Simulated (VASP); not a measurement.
A run of VASP 6.6.1:

Contents of INCAR:

```
ALGO = Fast ; EDIFF = 1E-6
EDIFFG = -0.01 ; ENCUT = 600
GGA = PE ; IBRION = 2
ISIF = 3 ; ISMEAR = 0
LASPH = T ; LCHARG = F
LREAL = F ; LWAVE = F
NELM = 60 ; NSW = 100
PREC = Accurate ; SIGMA = 0.1
```

KPOINTS

```
k-points
0
Gamma
  22 22 22
```

The input POSCAR:

```
Mg
1.0
    0.0000000000      2.2625763749      2.3215298769
    2.1896125198      0.0000000000      2.3215298769
    2.1896125198      2.2625763749      0.0000000000
Mg
1
Direct
    0.0000000000      0.0000000000      0.0000000000
```

Potentials or basis: VASP PAW PBE potentials, release 64 (Mg).

The run is started by

```console
$ cat potpaw_PBE.64/Mg/POTCAR > POTCAR
$ mpirun -np 1 vasp_std > vasp.out
```

Hardware: 1 thread of Intel(R) Xeon(R) Platinum 8259CL CPU @ 2.50GHz (Skylake/Cascade Lake), on a shared host.

How long does it take, and how much memory?

Wall time 6.4 min on 1 thread of Intel(R) Xeon(R) Platinum 8259CL CPU @ 2.50GHz (Skylake/Cascade Lake) (shared host), peak memory 0.41 GiB. Counts: scf iterations 24, k points 1530, ion steps 8.
